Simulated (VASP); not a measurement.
# Lu (Im-3m) in VASP: a series of runs, part 2 of 2

VASP 6.6.1. The steps go on from the part before.

## (4) Single point, RPBE (volume scaled by 1.08)

Input file INCAR:

```
PREC     = Accurate       # precision mode
ENCUT    = 520            # plane-wave cutoff, eV
EDIFF    = 1E-6           # SCF threshold, eV
ISMEAR   = -1             # smearing method
SIGMA    = 0.1            # smearing width, eV
LREAL    = False          # projectors in reciprocal space
LASPH    = True           # aspherical terms in the spheres
NELM     = 100            # most SCF steps
ALGO     = Normal         # electronic algorithm
ISIF     = 2              # what is computed and relaxed
LWAVE    = False          # write WAVECAR
LCHARG   = True           # write CHGCAR
GGA      = RP             # functional
LELF     = True           # ELF
LVHAR    = True         
NBANDS   = 18             # bands
```

Input file KPOINTS:

```
regular mesh
0
Gamma
  13 13 13
```

Input file POSCAR:

```
Lu
1.0
   -2.0334657886      2.0334657886      2.0334657886
    2.0334657886     -2.0334657886      2.0334657886
    2.0334657886      2.0334657886     -2.0334657886
Lu
1
Direct
    0.0000000000      0.0000000000      0.0000000000
```

Potentials or basis: VASP PAW PBE potentials, release 64 (Lu).

Run with:

```bash
$ cat potpaw_PBE.64/Lu/POTCAR > POTCAR
$ mpirun -np 1 vasp_std > vasp.out
```

OUTCAR:

```text
PREC = Accurate
   ENCUT = 520
   EDIFF = 1E-6
   ISMEAR = -1
   LREAL = False
   LASPH = True
   NELM = 100
   ISIF = 2
   GGA = RP

 ion  position               nearest neighbor table
   1  0.000  0.000  0.000-

  LATTYP: Found a body centered cubic cell.
 ALAT       =     4.0669315772

  Lattice vectors:

 A1 = (  -2.0334657886,   2.0334657886,   2.0334657886)
 A2 = (   2.0334657886,  -2.0334657886,   2.0334657886)
 A3 = (   2.0334657886,   2.0334657886,  -2.0334657886)

Analysis of symmetry for initial positions (statically):
=====================================================================
 Subroutine PRICEL returns:
 Original cell was already a primitive cell.

 Routine SETGRP: Setting up the symmetry group for a
 body centered cubic supercell.

 Subroutine GETGRP returns: Found 48 space group operations
 (whereof 48 operations were pure point group operations)
 out of a pool of 48 trial point group operations.

[... 144 lines left out ...]
  energy-cutoff  :      520.00
  volume of cell :       33.63
 maximum number of plane-waves:       935
   NGX = 13   NGY = 13   NGZ = 13

 number of electron      24.9999993 magnetization

 Free energy of the ion-electron system (eV)
  ---------------------------------------------------
  ext. energy  EPLUGINS =         0.00000000
  ---------------------------------------------------
  free energy    TOTEN  =        -4.07780417 eV

  energy without entropy =       -4.00379360  energy(sigma->0) =       -4.04079889

 E-fermi :   1.9076     XC(G=0):  -9.8739

 val. band max:        1.8839648269   @ k =   0.3077   0.1538   0.0769
 cond. band min:       1.9108512388   @ k =   0.2308   0.1538   0.1538
 fundamental gap:      0.0268864120
 Fermi energy:         1.9075805391

 k-point     1 :       0.0000    0.0000    0.0000
  band No.  band energies     occupation
      1     -54.8828      2.00000
      2     -25.3530      2.00000
      3     -25.3530      2.00000
      4     -25.3530      2.00000
      5      -3.8307      2.00000
      6      -3.5125      2.00000
[... 481 lines left out ...]
      5      -3.4999      2.00000
      6      -3.4899      2.00000
[... 10 lines left out ...]
     17       6.5288      0.00000
     18      10.7286      0.00000

 [... further k-points ...]
[... 5 lines left out ...]
  --------------------------------------------------------------------------------------
  -------------------------------------------------------------------------------------
  Total       -0.5632762     -0.5632762     -0.5632762     -0.0000000     -0.0000000     -0.0000000
  in kB      -26.8325133    -26.8325133    -26.8325133     -0.0000000     -0.0000000     -0.0000000
  external PRESSURE =     -26.8325133 kB  Pullay stress =       0.0000000 kB

 VOLUME and BASIS-vectors are now :
 -----------------------------------------------------------------------------
  energy-cutoff  :      520.00
  volume of cell :       33.63
      direct lattice vectors                 reciprocal lattice vectors
    -2.033465789  2.033465789  2.033465789     0.000000000  0.245885622  0.245885622
     2.033465789 -2.033465789  2.033465789     0.245885622  0.000000000  0.245885622
     2.033465789  2.033465789 -2.033465789     0.245885622  0.245885622  0.000000000

 POSITION                                       TOTAL-FORCE (eV/Angst)
 -----------------------------------------------------------------------------------
      0.00000      0.00000      0.00000         0.000000      0.000000      0.000000
 -----------------------------------------------------------------------------------
    total drift:                               -0.000000     -0.000000     -0.000000

  FREE ENERGIE OF THE ION-ELECTRON SYSTEM (eV)
  ---------------------------------------------------
  free  energy   TOTEN  =        -4.0778041683 eV

  energy  without entropy=       -4.0037936028  energy(sigma->0) =       -4.04079889
```

OSZICAR:

```text
N       E                     dE             d eps       ncg     rms          rms(c)
DAV:   1     0.896172053122E+02    0.89617E+02   -0.10377E+04  3752   0.458E+03
DAV:   2     0.210623002506E+01   -0.87511E+02   -0.85784E+02  3098   0.367E+02
DAV:   3    -0.391576106448E+01   -0.60220E+01   -0.59680E+01  3408   0.735E+01
DAV:   4    -0.415246145192E+01   -0.23670E+00   -0.23524E+00  4500   0.117E+01
DAV:   5    -0.415663373623E+01   -0.41723E-02   -0.41710E-02  3390   0.135E+00    0.369E+00
DAV:   6    -0.410279563969E+01    0.53838E-01   -0.14164E-01  4726   0.513E+00    0.189E+00
DAV:   7    -0.407912533477E+01    0.23670E-01   -0.50378E-02  4050   0.179E+00    0.270E-01
DAV:   8    -0.407755468952E+01    0.15706E-02   -0.54499E-03  4710   0.892E-01    0.131E-01
DAV:   9    -0.407780177711E+01   -0.24709E-03   -0.58716E-04  3424   0.299E-01    0.543E-02
DAV:  10    -0.407780282682E+01   -0.10497E-05   -0.11441E-04  4164   0.120E-01    0.144E-02
DAV:  11    -0.407780497164E+01   -0.21448E-05   -0.82574E-06  3496   0.295E-02    0.786E-03
DAV:  12    -0.407780416826E+01    0.80338E-06   -0.79169E-07  2302   0.116E-02
   1 F= -.40778042E+01 E0= -.40407989E+01  d E =-.740106E-01
```

stdout:

```text
POSCAR found type information on POSCAR Lu
 POSCAR found :  1 types and       1 ions
 scaLAPACK will be used
 -----------------------------------------------------------------------------
|                                                                             |
|                                                                             |
|     You enforced a specific xc type in the INCAR file but a different       |
|     I HOPE YOU KNOW WHAT YOU ARE DOING!                                     |
|                                                                             |
 -----------------------------------------------------------------------------

 LDA part: xc-table for (Slater+PW92), standard interpolation
 POSCAR, INCAR and KPOINTS ok, starting setup
 FFT: planning ... GRIDC
 FFT: planning ... GRID_SOFT
 FFT: planning ... GRID
 WAVECAR not read
 entering main loop
```

Run time: 40 s. Hardware: 1 thread of Intel Xeon Platinum 8259CL at 2.50GHz (Skylake/Cascade Lake), shared host; peak memory 0.2 GiB.

What came out:

```yaml
Free_energy: -4.0778 eV
Pressure: -2.7 GPa
```

Caveat: the PAW data sets were made with another functional, which shifts forces and pressure a little; spin-orbit coupling is left out, which moves the levels of the heavy elements.

## (5) The runs side by side

| cell | gap on the mesh (eV) | pressure (GPa) |
| --- | --- | --- |
| a = 3.433 Å, angles 109.5°, 1 atom | none | 0.1 |
| a = 3.478 Å, angles 109.5°, 1 atom | none | -1.4 |
| a = 3.522 Å, angles 109.5°, 1 atom | none | -2.7 |

Alike in all rows: task single point; level RPBE; potentials or basis VASP PAW PBE potentials, release 64 (Lu); no spin polarisation; k mesh 13 × 13 × 13; cutoff (eV) 520; smearing fermi-dirac 0.1 eV.

Caveats: the PAW data sets were made with another functional, which shifts forces and pressure a little; spin-orbit coupling is left out, which moves the levels of the heavy elements.

Absolute energies hang on the potentials; compare differences alone.
